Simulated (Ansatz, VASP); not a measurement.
One calculation of Se, two programs

```xyz
2
Lattice="3.6092 0.0000 0.0000 -1.8046 3.1257 0.0000 0.0000 0.0000 3.7356" Properties=species:S:1:pos:R:3 pbc="T T T"
Se    0.0000    2.0838    0.9339
Se    1.8046    1.0419    2.8017
```

Change from the starting cell: volume scaled by 0.9405, crystal datasets.

Alike in both runs: task electric field gradients; functional PBE; k mesh 19 × 19 × 10; occupations fermi-dirac, width 0.03 eV; no spin polarisation.

|  | VASP | Ansatz |
| --- | --- | --- |
| version | VASP 6.6.1 | Ansatz 0.2.0 |
| potentials or method | VASP PAW PBE potentials, release 64 (Se), cutoff 520 eV | all-electron PAW with datasets made for the crystal, scalar-relativistic |

Ansatz gave:

| Item | Value |
| --- | --- |
| pressure (GPa) | 4.7 |
| traceless stress, the component that is largest in VASP (GPa) | 1.70 |
| size of Vzz on the site where it differs most (V/Å²) | 129.3 |

Question: Estimate VASP's values.

Answer: Pressure (GPa): 4.7; traceless stress, the component that is largest in VASP (GPa): 1.72; size of Vzz on the site where it differs most (V/Å²): 124.6.

Ansatz ran all-electron here, and VASP with PAW potentials.
